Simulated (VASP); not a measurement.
Input of a VASP 6.6.1 run:

The input INCAR:

```
PREC = Accurate
ENCUT = 520
EDIFF = 1E-6
ISMEAR = 0
SIGMA = 0.05
LREAL = F
LASPH = T
NELM = 100
ALGO = Normal
ISIF = 2
LWAVE = F
LCHARG = T
GGA = PE
LELF = T
LVHAR = T
NBANDS = 15
```

Contents of KPOINTS:

```
regular mesh
0
Gamma
  8 8 8
```

POSCAR

```
HfB2
1.0
    3.1433302003      0.0000000000      0.0000000000
   -1.5716651001      2.7222038059      0.0000000000
    0.0000000000      0.0000000000      3.4726475530
Hf B
1 2
Direct
    0.0000000000      0.0000000000      0.0000000000
    0.3333333333      0.6666666667      0.5000000000
    0.6666666667      0.3333333333      0.5000000000
```

Potentials or basis: VASP PAW PBE potentials, release 64 (Hf_pv, B).

The run is started by

```sh
$ cat potpaw_PBE.64/Hf_pv/POTCAR potpaw_PBE.64/B/POTCAR > POTCAR
$ mpirun -np 1 vasp_std > vasp.out
```

Task: Predict the pressure.

Result: 0.9 GPa.

Task: What does it give for the band gap on the k mesh?

Result: Zero (band 8 reaches 8.23 eV, above the bottom of band 9 at 7.66 eV).

Stress tensor (GPa, compression positive):
```
0.80 0.00 0.00
0.00 0.80 0.00
0.00 0.00 1.08
```

Caveat: spin-orbit coupling is left out, which moves the levels of the heavy elements.
